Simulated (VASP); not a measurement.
Input of a VASP 6.6.1 run:

INCAR

```
SYSTEM = Zr
  PREC = Accurate
  ENCUT = 520
  EDIFF = 1E-6
  ISMEAR = -1
  SIGMA = 0.1
  LREAL = .FALSE.
  LASPH = .TRUE.
  NELM = 60
  ALGO = Normal
  ISIF = 2
  LWAVE = .FALSE.
  LCHARG = .FALSE.
  NBANDS = 19
```

The input KPOINTS:

```
regular mesh
0
G
  7 7 4
  0 0 0
```

File POSCAR:

```
Zr
1.0
    3.1439658570      0.0000000000      0.0000000000
   -1.5719829285      2.7227543008      0.0000000000
    0.0000000000      0.0000000000      5.0894642375
Zr
2
Direct
    0.3333333333      0.6666666667      0.2500000000
    0.6666666667      0.3333333333      0.7500000000
```

Potentials or basis: VASP PAW LDA potentials, release 64 (Zr_sv).

Run with:

```sh
$ cat potpaw_LDA.64/Zr_sv/POTCAR > POTCAR
$ mpirun -np 1 vasp_std > vasp.out
```

Q: Predict the band gap on the k mesh.

A: Zero (band 12 reaches 10.42 eV, above the bottom of band 13 at 9.57 eV).

Q: Predict the pressure.

A: 0.2 GPa.

Stress tensor (GPa, compression positive):
```
 0.36  0.00  0.00
 0.00  0.36  0.00
 0.00  0.00 -0.18
```
